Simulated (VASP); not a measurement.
# CaO (Fm-3m) in VASP: further runs

Runs on CaO. Level: r2SCAN. Tasks: relaxation of cell and atoms.

All numbers are computed with VASP 6.6.1; they aren't measurements. Logs are shortened: lines on timing, memory, paths and dates and some standing lists are left out, and cuts for length are marked.

## 1. The cell of the first run

It takes space group Fm-3m (No. 225, cubic). The conventional cell has a = 4.795 Å, b = 4.795 Å, c = 4.795 Å, α = 90.00°, β = 90.00°, γ = 90.00°. Within 3.2 Å of Ca (site symmetry m-3m) lie 6 O at 2.40 Å. Within 3.2 Å of O (site symmetry m-3m) lie 6 Ca at 2.40 Å.

## 2. Relaxation of cell and atoms, r2SCAN, target pressure 1 GPa, at which the enthalpy is minimised

The input, POSCAR:

```
CaO
1.0
    0.0000000000      2.3974398381      2.3974398381
    2.3974398381      0.0000000000      2.3974398381
    2.3974398381      2.3974398381      0.0000000000
Ca O
1 1
Direct
    0.0000000000      0.0000000000      0.0000000000
    0.5000000000      0.5000000000      0.5000000000
```

The input, INCAR.step1:

```
ALGO = Normal ; EDIFF = 1E-4
ENCUT = 600 ; GGA = PE
ISMEAR = 0 ; LASPH = T
LCHARG = F ; LREAL = F
LWAVE = T ; NELM = 100
PREC = Accurate ; SIGMA = 0.01
```

The input, INCAR.step2:

```
ALGO = Normal ; EDIFF = 1E-7
EDIFFG = -0.002 ; ENCUT = 600
IBRION = 2 ; ISIF = 3
ISMEAR = 0 ; ISTART = 1
LASPH = T ; LCHARG = F
LMIXTAU = T ; LREAL = F
LWAVE = F ; METAGGA = R2SCAN
NELM = 100 ; NSW = 100
PREC = Accurate ; PSTRESS = 10.0
SIGMA = 0.01
```

The input, KPOINTS:

```
k-points
0
Gamma
  8 8 8
```

Potentials or basis: VASP PAW PBE potentials, release 64 (Ca_sv, O).

Launch:

```
cat potpaw_PBE.64/Ca_sv/POTCAR potpaw_PBE.64/O/POTCAR > POTCAR
cp INCAR.step1 INCAR
mpirun -np 1 vasp_std > vasp.out
cp INCAR.step2 INCAR
mpirun -np 1 vasp_std > vasp.out
```

OUTCAR:

```text
EDIFF = 1E-7
   EDIFFG = -0.002
   ENCUT = 600
   IBRION = 2
   ISIF = 3
   ISMEAR = 0
   ISTART = 1
   LASPH = T
   LREAL = F
   METAGGA = R2SCAN
   NELM = 100
   NSW = 100
   PREC = Accurate
   PSTRESS = 10.0

 ion  position               nearest neighbor table
   1  0.000  0.000  0.000-   2 2.40   2 2.40   2 2.40   2 2.40   2 2.40   2 2.40
   2  0.500  0.500  0.500-   1 2.40   1 2.40   1 2.40   1 2.40   1 2.40   1 2.40

  LATTYP: Found a face centered cubic cell.
 ALAT       =     4.7948796762

  Lattice vectors:

 A1 = (   0.0000000000,   2.3974398381,   2.3974398381)
 A2 = (   2.3974398381,   0.0000000000,   2.3974398381)
 A3 = (   2.3974398381,   2.3974398381,   0.0000000000)

Analysis of symmetry for initial positions (statically):
=====================================================================
 Subroutine PRICEL returns:
 Original cell was already a primitive cell.

 Routine SETGRP: Setting up the symmetry group for a
 face centered cubic supercell.

 Subroutine GETGRP returns: Found 48 space group operations
 (whereof 48 operations were pure point group operations)
 out of a pool of 48 trial point group operations.

The static configuration has the point symmetry O_h .

Analysis of symmetry for dynamics (positions and initial velocities):
=====================================================================
 Subroutine PRICEL returns:
 Original cell was already a primitive cell.

 Routine SETGRP: Setting up the symmetry group for a
 face centered cubic supercell.

 Subroutine GETGRP returns: Found 48 space group operations
 (whereof 48 operations were pure point group operations)
 out of a pool of 48 trial point group operations.

The dynamic configuration has the point symmetry O_h .

 Subroutine INISYM returns: Found 48 space group operations
 (whereof 48 operations are pure point group operations),
 and found     1 'primitive' translations

----------------------------------------------------------------------------------------

                                     Primitive cell

  volume of cell :      27.5596

  direct lattice vectors                    reciprocal lattice vectors
     0.000000000  2.397439838  2.397439838    -0.208555807  0.208555807  0.208555807
     2.397439838  0.000000000  2.397439838     0.208555807 -0.208555807  0.208555807
     2.397439838  2.397439838  0.000000000     0.208555807  0.208555807 -0.208555807

  length of vectors
     3.390491934  3.390491934  3.390491934     0.361229254  0.361229254  0.361229254

  position of ions in fractional coordinates (direct lattice)
     0.000000000  0.000000000  0.000000000
     0.500000000  0.500000000  0.500000000

  ion indices of the primitive-cell ions
   primitive index   ion index
                 1           1
                 2           2

----------------------------------------------------------------------------------------

 KPOINTS: k-points

Automatic generation of k-mesh.
 Grid dimensions read from file:
 generate k-points for:    8    8    8

 Generating k-lattice:

  Cartesian coordinates                     Fractional coordinates (reciprocal lattice)
    -0.026069476  0.026069476  0.026069476     0.125000000  0.000000000  0.000000000
     0.026069476 -0.026069476  0.026069476     0.000000000  0.125000000  0.000000000
     0.026069476  0.026069476 -0.026069476     0.000000000  0.000000000  0.125000000

  Length of vectors
     0.045153657  0.045153657  0.045153657

  Shift w.r.t. Gamma in fractional coordinates (k-lattice)
     0.000000000  0.000000000  0.000000000

 Subroutine IBZKPT returns following result:
 ===========================================
[... 62 lines left out ...]
   EFERMI =   0.00;   METHOD = LEGACY
   ISMEAR =     0;   SIGMA  =   0.01  broadening in eV -4-tet -1-fermi 0-gaus
   EFERMI_NEDOS =   21; number of points for ismear=-14 and -15
   IALGO  =     38    algorithm
   IMIX   =      4    mixing-type and parameters
     AMIX     =   0.40;   BMIX     =  1.00
     AMIX_MAG =   1.60;   BMIX_MAG =  1.00
  volume/ion in A,a.u.               =      13.78        92.99
  Fermi-wavevector in a.u.,A,eV,Ry     =   1.365706  2.580809 25.376933  1.865152
  Thomas-Fermi vector in A             =   2.491911
   LORBIT       =      0    0 simple, 1 ext, 2 COOP (PROOUT), +10 PAW based schemes
   METAGGA = R2SCAN    functional components
   LHFCALC =     F    Hartree Fock is set to
   AEXX    =    0.0000 exact exchange contribution
   IVDW    =     0    specifies the selected vdW correction
   LEPSILON=     F    determine dielectric tensor
   LRPA    =     F    only Hartree local field effects (RPA)
 conjugate gradient relaxation of ions
 non-spin polarized calculation
 Gauss-broadening in eV      SIGMA  =   0.01
  energy-cutoff  :      600.00
  volume of cell :       27.56
 maximum number of plane-waves:       941
   NGX = 13   NGY = 13   NGZ = 13

--------------------------------------- Ionic step        1  -------------------------------------------

 number of electron      15.9999997 magnetization

 Free energy of the ion-electron system (eV)
  ---------------------------------------------------
  ext. energy  EPLUGINS =         0.00000000
  ---------------------------------------------------
  free energy    TOTEN  =       -19.45667869 eV

  energy without entropy =      -19.45667869  energy(sigma->0) =      -19.45667869

------------------------ aborting loop because EDIFF is reached ----------------------------------------

  FORCE on cell =-STRESS in cart. coord.  units (eV):
  Direction    XX          YY          ZZ          XY          YZ          ZX
  --------------------------------------------------------------------------------------
  -------------------------------------------------------------------------------------
  Total        0.1662176      0.1662176      0.1662176      0.0000000      0.0000000      0.0000000
  in kB        9.6630532      9.6630532      9.6630532      0.0000000      0.0000000      0.0000000
  external PRESSURE =      -0.3369468 kB  Pullay stress =      10.0000000 kB

 VOLUME and BASIS-vectors are now :
 -----------------------------------------------------------------------------
  energy-cutoff  :      600.00
  volume of cell :       27.56
      direct lattice vectors                 reciprocal lattice vectors
     0.000000000  2.397439838  2.397439838    -0.208555807  0.208555807  0.208555807
     2.397439838  0.000000000  2.397439838     0.208555807 -0.208555807  0.208555807
     2.397439838  2.397439838  0.000000000     0.208555807  0.208555807 -0.208555807

 POSITION                                       TOTAL-FORCE (eV/Angst)
 -----------------------------------------------------------------------------------
      0.00000      0.00000      0.00000         0.000000     -0.000000      0.000000
      2.39744      2.39744      2.39744        -0.000000      0.000000     -0.000000
 -----------------------------------------------------------------------------------
    total drift:                                0.000000      0.000000      0.000000

  FREE ENERGIE OF THE ION-ELECTRON SYSTEM (eV)
  ---------------------------------------------------
  free  energy   TOTEN  =       -19.4566786903 eV

  energy  without entropy=      -19.4566786903  energy(sigma->0) =      -19.45667869

  enthalpy is  TOTEN    =       -19.2846651769 eV   P V=        0.1720135134

--------------------------------------- Ionic step        2  -------------------------------------------

 number of electron      15.9999997 magnetization

 Free energy of the ion-electron system (eV)
  ---------------------------------------------------
  ext. energy  EPLUGINS =         0.00000000
  ---------------------------------------------------
  free energy    TOTEN  =       -19.45660927 eV

  energy without entropy =      -19.45660927  energy(sigma->0) =      -19.45660927

 E-fermi :   2.2038     XC(G=0): -11.1142

 val. band max:        2.0566330535   @ k =   0.0000   0.0000   0.0000
 cond. band min:       6.2440904053   @ k =   0.5000   0.5000   0.0000
 fundamental gap:      4.1874573518
 Fermi energy:         2.2038022725

 k-point     1 :       0.0000    0.0000    0.0000
  band No.  band energies     occupation
      1     -36.9666      2.00000
      2     -16.8533      2.00000
      3     -16.8533      2.00000
      4     -16.8532      2.00000
      5     -14.4323      2.00000
      6       2.0566      2.00000
      7       2.0566      2.00000
      8       2.0566      2.00000
      9       7.5494      0.00000
     10       8.9298      0.00000
     11       8.9298      0.00000
     12       8.9298      0.00000
[... 331 lines left out ...]
 k-point    24 :      -0.3750    0.2500    0.1250
  band No.  band energies     occupation
      1     -36.8456      2.00000
      2     -17.8412      2.00000
      3     -17.0943      2.00000
      4     -16.9801      2.00000
      5     -13.4304      2.00000
      6       0.0202      2.00000
      7       0.9313      2.00000
      8       0.9937      2.00000
      9       9.4682      0.00000
     10       9.5573      0.00000
     11      11.5549      0.00000
     12      11.7880      0.00000

 [... further k-points ...]

------------------------ aborting loop because EDIFF is reached ----------------------------------------

  FORCE on cell =-STRESS in cart. coord.  units (eV):
  Direction    XX          YY          ZZ          XY          YZ          ZX
  --------------------------------------------------------------------------------------
  -------------------------------------------------------------------------------------
  Total        0.1709509      0.1709509      0.1709509     -0.0000000      0.0000000     -0.0000000
  in kB        9.9423962      9.9423962      9.9423962     -0.0000000      0.0000000     -0.0000000
  external PRESSURE =      -0.0576038 kB  Pullay stress =      10.0000000 kB

 VOLUME and BASIS-vectors are now :
 -----------------------------------------------------------------------------
  energy-cutoff  :      600.00
  volume of cell :       27.55
      direct lattice vectors                 reciprocal lattice vectors
     0.000000000  2.397104662  2.397104662    -0.208584968  0.208584968  0.208584968
     2.397104662  0.000000000  2.397104662     0.208584968 -0.208584968  0.208584968
     2.397104662  2.397104662  0.000000000     0.208584968  0.208584968 -0.208584968

 POSITION                                       TOTAL-FORCE (eV/Angst)
 -----------------------------------------------------------------------------------
      2.39710      4.79421      2.39710        -0.000000      0.000000     -0.000000
      2.39710      2.39710      2.39710         0.000000     -0.000000      0.000000
 -----------------------------------------------------------------------------------
    total drift:                                0.000000      0.000000      0.000000

  FREE ENERGIE OF THE ION-ELECTRON SYSTEM (eV)
  ---------------------------------------------------
  free  energy   TOTEN  =       -19.4566092708 eV

  energy  without entropy=      -19.4566092708  energy(sigma->0) =      -19.45660927

  enthalpy is  TOTEN    =       -19.2846678928 eV   P V=        0.1719413780

 reached required accuracy - stopping structural energy minimisation
```

Wall time 56 s (1 thread of Intel Xeon 6975P-C (Granite Rapids), shared host); peak memory 0.17 GiB.

Results:

```
Free energy                                            : -19.4566 eV
Relaxed volume                                         : 13.77 Å³/atom
Relaxed cell                                           : a = 3.390 Å, b = 3.390 Å, c = 3.390 Å, α = 60.00°, β = 60.00°, γ = 60.00°
Space group after relaxing (to 0.05 Å)                 : Fm-3m (No. 225)
Energy change on relaxing (the enthalpy is what falls) : +0.0 meV/atom
Ionic steps                                            : 2
Pressure after relaxing                                : 1.0 GPa
Band gap on the k mesh                                 : 4.19 eV, indirect (least direct gap 4.56 eV)
```

Final structure:
```
Ca O
1.0
     0.00000    2.39710    2.39710
     2.39710    0.00000    2.39710
     2.39710    2.39710    0.00000
Ca O
1 1
Direct
  0.00000 0.00000 0.00000
  0.50000 0.50000 0.50000
```

Caveat: the cell is relaxed towards a set pressure, so the enthalpy falls and the energy may rise; the PAW data sets were made with another functional, which shifts forces and pressure a little.

## 3. Relaxation of cell and atoms, r2SCAN, target pressure 2 GPa, at which the enthalpy is minimised

POSCAR is that of step 2.

The input, INCAR.step1:

```
SYSTEM = CaO
PREC = Accurate ; ENCUT = 600
ISMEAR = 0 ; SIGMA = 0.01
LREAL = .FALSE. ; LASPH = .TRUE.
NELM = 80 ; GGA = PE
ALGO = Normal ; EDIFF = 1E-4
LWAVE = .TRUE. ; LCHARG = .FALSE.
```

The input, INCAR.step2:

```
SYSTEM = CaO
PREC = Accurate ; ENCUT = 600
EDIFF = 1E-6 ; ISMEAR = 0
SIGMA = 0.01 ; LREAL = .FALSE.
LASPH = .TRUE. ; NELM = 80
ALGO = Normal ; ISIF = 3
LWAVE = .FALSE. ; LCHARG = .FALSE.
METAGGA = R2SCAN ; LMIXTAU = .TRUE.
IBRION = 2 ; NSW = 100
EDIFFG = -0.002 ; PSTRESS = 20.0
ISTART = 1
```

The input, KPOINTS:

```
Automatic mesh
0
G
  8 8 8
  0 0 0
```

Potentials or basis: VASP PAW PBE potentials, release 64 (Ca_sv, O).

Launch:

```
cat potpaw_PBE.64/Ca_sv/POTCAR potpaw_PBE.64/O/POTCAR > POTCAR
cp INCAR.step1 INCAR
mpirun -np 1 vasp_std > vasp.out
cp INCAR.step2 INCAR
mpirun -np 1 vasp_std > vasp.out
```

Run time: 85 s. Hardware: 1 thread of Intel Xeon 6975P-C (Granite Rapids), shared host; peak memory 0.18 GiB.

The run converged. Its results:

```yaml
Free_energy: -19.4545 eV
Relaxed_volume: 13.66 Å³/atom
Relaxed_cell: a = 3.381 Å, b = 3.381 Å, c = 3.381 Å, α = 60.00°, β = 60.00°, γ = 60.00°
Space_group_after_relaxing_to_0.05_Å: Fm-3m (No. 225)
Energy_change_on_relaxing_the_enthalpy_is_what_falls: +1.1 meV/atom
Ionic_steps: 3
Pressure_after_relaxing: 2.0 GPa
Band_gap_on_the_k_mesh: 4.18 eV, indirect (least direct gap 4.55 eV)
```

The path:
```
step  energy change (eV)  largest force (eV/Å)  pressure (GPa)  volume (Å³)
   1              0.0000                0.0000            0.99        27.56
   2              0.0037                0.0000            2.51        27.21
   3              0.0022                0.0000            2.02        27.32
```

Final structure:
```yaml
crystal:
  lattice:
    - [0.00000, 2.39043, 2.39043]
    - [2.39043, 0.00000, 2.39043]
    - [2.39043, 2.39043, 0.00000]
  atoms:
    - { symbol: Ca, position: [0.00000, 0.00000, 0.00000] }
    - { symbol: O, position: [0.50000, 0.50000, 0.50000] }
```

Levels at points of the mesh, in eV from the valence-band top:
| k point | band 4 | band 5 | band 6 | band 7 | band 8 | band 9 | band 10 | band 11 | band 12 |
| --- | --- | --- | --- | --- | --- | --- | --- | --- | --- |
| (0.00, 0.00, 0.00) | -18.87 | -16.50 | 0.00 | 0.00 | 0.00 | 5.56 | 6.89 | 6.89 | 6.89 |
| (0.50, 0.00, 0.00) | -18.92 | -15.15 | -2.64 | -1.23 | -1.23 | 7.77 | 9.14 | 9.14 | 9.34 |
| (0.50, 0.50, 0.00) | -19.11 | -16.29 | -1.29 | -0.37 | -0.37 | 4.18 | 8.88 | 9.72 | 10.35 |

Caveat: the cell is relaxed towards a set pressure, so the enthalpy falls and the energy may rise; the PAW data sets were made with another functional, which shifts forces and pressure a little.

## 4. Relaxation of cell and atoms, r2SCAN, target pressure 4 GPa, at which the enthalpy is minimised

POSCAR is that of step 3.

The input, INCAR.step1:

```
SYSTEM = CaO
PREC = Accurate
ENCUT = 600
ISMEAR = 0
SIGMA = 0.01
LREAL = .False.
LASPH = .True.
NELM = 60
GGA = PE
ALGO = Normal
EDIFF = 1E-4
LWAVE = .True.
LCHARG = .False.
```

The input, INCAR.step2:

```
SYSTEM = CaO
PREC = Accurate
ENCUT = 600
EDIFF = 1E-7
ISMEAR = 0
SIGMA = 0.01
LREAL = .False.
LASPH = .True.
NELM = 60
ALGO = Normal
ISIF = 3
LWAVE = .False.
LCHARG = .False.
METAGGA = R2SCAN
LMIXTAU = .True.
IBRION = 2
NSW = 100
EDIFFG = -0.002
PSTRESS = 40.0
ISTART = 1
```

The input, KPOINTS:

```
Automatic mesh
0
Gamma
  8 8 8
  0 0 0
```

Launch:

```
cat potpaw_PBE.64/Ca_sv/POTCAR potpaw_PBE.64/O/POTCAR > POTCAR
cp INCAR.step1 INCAR
mpirun -np 1 vasp_std > vasp.out
cp INCAR.step2 INCAR
mpirun -np 1 vasp_std > vasp.out
```

Run time: 1.7 min. Hardware: 1 thread of Intel Xeon 6975P-C (Granite Rapids), shared host; peak memory 0.18 GiB.

The run converged. Its results:

```yaml
Free_energy: -19.4466 eV
Relaxed_volume: 13.45 Å³/atom
Relaxed_cell: a = 3.363 Å, b = 3.363 Å, c = 3.363 Å, α = 60.00°, β = 60.00°, γ = 60.00°
Space_group_after_relaxing_to_0.05_Å: Fm-3m (No. 225)
Energy_change_on_relaxing_the_enthalpy_is_what_falls: +5.0 meV/atom
Ionic_steps: 3
Pressure_after_relaxing: 4.0 GPa
Band_gap_on_the_k_mesh: 4.18 eV, indirect (least direct gap 4.54 eV)
```

Step by step:
| step | energy change (eV) | largest force (eV/Å) | pressure (GPa) | volume (Å³) |
| --- | --- | --- | --- | --- |
| 1 | 0.0000 | 0.0000 | 0.97 | 27.56 |
| 2 | 0.0214 | 0.0000 | 5.92 | 26.53 |
| 3 | 0.0100 | 0.0000 | 4.02 | 26.90 |

Final structure:
```
Ca O
1.0
     0.00000    2.37819    2.37819
     2.37819    0.00000    2.37819
     2.37819    2.37819    0.00000
Ca O
1 1
Direct
  0.00000 0.00000 0.00000
  0.50000 0.50000 0.50000
```

Levels at points of the mesh, in eV from the valence-band top:
```
           k point  band 4  band 5  band 6  band 7  band 8  band 9  band 10  band 11  band 12
(0.00, 0.00, 0.00)  -18.79  -16.53    0.00    0.00    0.00    5.70     6.93     6.93     6.93
(0.50, 0.00, 0.00)  -18.85  -15.11   -2.68   -1.26   -1.26    7.85     9.22     9.22     9.47
(0.50, 0.50, 0.00)  -19.04  -16.32   -1.28   -0.37   -0.37    4.18     9.00     9.81    10.45
```

Caveat: the cell is relaxed towards a set pressure, so the enthalpy falls and the energy may rise; the PAW data sets were made with another functional, which shifts forces and pressure a little. r2SCAN opens gaps a little over a GGA but as a rule still falls short of measured ones.

## 5. Summary

| cell | gap on the mesh (eV) | pressure (GPa) |
| --- | --- | --- |
| relaxed to 1 GPa | 4.19 | 1.0 |
| relaxed to 2 GPa | 4.18 | 2.0 |
| relaxed to 4 GPa | 4.18 | 4.0 |

Alike in all rows: task relaxation of cell and atoms; level r2SCAN; potentials or basis VASP PAW PBE potentials, release 64 (Ca_sv, O); no spin polarisation; k mesh 8 × 8 × 8; cutoff (eV) 600; smearing gaussian 0.01 eV.

Caveats: the cell is relaxed towards a set pressure, so the enthalpy falls and the energy may rise; the PAW data sets were made with another functional, which shifts forces and pressure a little.

Total energies depend on the potentials used, so only differences within one code and one set of settings carry meaning.
